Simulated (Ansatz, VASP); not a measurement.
**AlN in VASP and in Ansatz**

```
Al N
1.0
     0.00000    2.02226    2.02226
     2.02226    0.00000    2.02226
     2.02226    2.02226    0.00000
Al N
1 1
Direct
  0.50000 0.50000 0.50000
  0.00000 0.00000 0.00000
```

Alike in both runs: functional PBEsol; k mesh 10 × 10 × 10; occupations gaussian, width 0.02 eV; no spin polarisation.

Ansatz relaxed the structure, and its values are those at the end. VASP's run is a single point on that final structure, the one shown.

```csv
,VASP,Ansatz
version,VASP 6.6.1,Ansatz 0.2.0
potentials or method,"VASP PAW PBE potentials, release 64 (Al, N), cutoff 600 eV","scalar-relativistic, plane waves, PAW"
valence electrons in the cell,8,8
```

Ansatz gave:

```
gap on the k mesh at the Fermi level (eV) : 4.55
least direct gap on the mesh (eV)         : 5.64
pressure (GPa)                            : 0.0
```

Question: Estimate VASP's values.

Answer: gap on the k mesh at the Fermi level (eV): 4.55; least direct gap on the mesh (eV): 5.66; pressure (GPa): -0.1.

VASP's potentials were made for PBE, not for PBEsol, and Ansatz warns of the same on its side. The functional is the same, so the differences come from potentials, cutoffs and numerics.
